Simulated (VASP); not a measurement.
Wanted: the native input for a VASP 6.6.1 run.

- Task: single point
- Functional: LDA
- Potentials or basis: VASP PAW LDA potentials, release 64 (In_d)
- Cutoff: 520 eV
- k mesh: 8 × 8 × 8
- Occupations: fermi-dirac, width 0.05 eV
- Spin: no spin polarisation
- Dipole correction: no
- Further INCAR settings: ALGO = Normal; EDIFF = 1e-06; NBANDS = 12

The structure of In lies in POSCAR:

```
In
1.0
   -2.0442700000      2.0442700000      4.3673690000
    2.0442700000     -2.0442700000      4.3673690000
    2.0442700000      2.0442700000     -4.3673690000
In
1
Direct
    0.0000000000      0.0000000000      0.0000000000
```

These files were run (other wordings do the same):

INCAR

```
SYSTEM = In
ALGO = Normal
EDIFF = 1E-6
ENCUT = 520
GGA = CA
ISIF = 2
ISMEAR = -1
LASPH = .TRUE.
LCHARG = .FALSE.
LREAL = .FALSE.
LWAVE = .FALSE.
NBANDS = 12
NELM = 80
PREC = Accurate
SIGMA = 0.05
```

KPOINTS

```
k-points
0
G
  8 8 8
  0 0 0
```

Potentials or basis: VASP PAW LDA potentials, release 64 (In_d).

Launch:

```console
$ cat potpaw_LDA.64/In_d/POTCAR > POTCAR
$ mpirun -np 1 vasp_std > vasp.out
```

It gave:

```
Pressure               : -3.5 GPa
Band gap on the k mesh : zero (an odd number of electrons rules out a gap without spin polarisation)
```

Caveat: the cell stands under tension; spin-orbit coupling is left out, which moves the levels of the heavy elements.

Wall time 36 s on 1 thread of Intel(R) Xeon(R) Platinum 8488C (Sapphire Rapids) (shared host), peak memory 0.21 GiB.
